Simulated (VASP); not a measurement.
Here is a VASP 6.6.1 calculation.

The input INCAR:

```
SYSTEM = Si2W
PREC     = Accurate       ! precision mode
ENCUT    = 520            ! plane-wave cutoff, eV
EDIFF    = 1E-6           ! SCF threshold, eV
ISMEAR   = -1             ! smearing method
SIGMA    = 0.1            ! smearing width, eV
LREAL    = .False.        ! projectors in reciprocal space
LASPH    = .True.         ! aspherical terms in the spheres
NELM     = 60             ! most SCF steps
ALGO     = Normal         ! electronic algorithm
ISIF     = 2              ! what is computed and relaxed
LWAVE    = .False.        ! write WAVECAR
LCHARG   = .True.         ! write CHGCAR
GGA      = PE             ! functional
LELF     = .True.         ! ELF
LVHAR    = .True.       
NBANDS   = 18             ! bands
```

The input KPOINTS:

```
Automatic mesh
0
Gamma
  14 14 14
  0 0 0
```

Contents of POSCAR:

```
Si2W
1.0
   -1.5790340719      1.5790340719      3.8660456788
    1.5790340719     -1.5790340719      3.8660456788
    1.5790340719      1.5790340719     -3.8660456788
W Si
1 2
Direct
    0.0000000000      0.0000000000      0.0000000000
    0.3335424621      0.3335424621      0.0000000000
   -0.3335424621     -0.3335424621      0.0000000000
```

Potentials or basis: VASP PAW PBE potentials, release 64 (W_sv, Si).

Run with:

```sh
$ cat potpaw_PBE.64/W_sv/POTCAR potpaw_PBE.64/Si/POTCAR > POTCAR
$ mpirun -np 1 vasp_std > vasp.out
```

What does it give for the largest force?

0.004 eV/Å.

Predict the band gap on the k mesh.

zero (bands 11 and 12 overlap by 1.41 eV).

Forces on the atoms (eV/Å):
```
W    0.000  0.000  0.000
Si   0.000  0.000 -0.004
Si   0.000  0.000  0.004
```

Caveat: spin-orbit coupling is left out, which moves the levels of the heavy elements.
